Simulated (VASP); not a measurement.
# La2O3: single point with LDA

The system is La2O3.

```xyz
5
Lattice="3.8826 0.0000 0.0000 -1.9413 3.3625 0.0000 0.0000 0.0000 5.9517" Properties=species:S:1:pos:R:3 pbc="T T T"
La    0.0000    2.2416    1.4522
La    1.9413    1.1208    4.4995
O     0.0000    0.0000    0.0000
O     0.0000    2.2416    3.8479
O     1.9413    1.1208    2.1038
```

```json
{
 "Program": "VASP 6.6.1",
 "Task": "single point",
 "Functional": "LDA",
 "Potentials or basis": "VASP PAW LDA potentials, release 64 (La, O)",
 "Cutoff": "520 eV",
 "k mesh": "8 × 8 × 5",
 "Occupations": "fermi-dirac, width 0.05 eV",
 "Spin": "no spin polarisation"
}
```

| Item | Value |
| --- | --- |
| Pressure | 0.0 GPa |
| Largest force | 0.013 eV/Å |
| Band gap on the k mesh | 3.79 eV, indirect (least direct gap 3.91 eV) |

Forces on the atoms (eV/Å):
```
La   0.000  0.000 -0.013
La   0.000  0.000  0.013
O    0.000  0.000  0.000
O    0.000  0.000  0.002
O    0.000  0.000 -0.002
```

Levels at points of the mesh, in eV from the valence-band top:
```csv
k point,band 17,band 18,band 19,band 20,band 21,band 22,band 23,band 24
"(0.00, 0.00, 0.00)",-1.82,-0.47,-0.47,-0.18,4.29,4.51,4.51,5.37
"(0.50, 0.00, 0.00)",-0.75,-0.66,-0.40,-0.32,3.80,4.72,5.26,5.28
```

Wall time 2.2 min on 1 thread of Intel(R) Xeon(R) Platinum 8375C CPU @ 2.90GHz (Ice Lake), with other jobs on the host, peak memory 0.22 GiB.

Caveat: spin-orbit coupling is left out, which moves the levels of the heavy elements. A k mesh can miss the band edges.
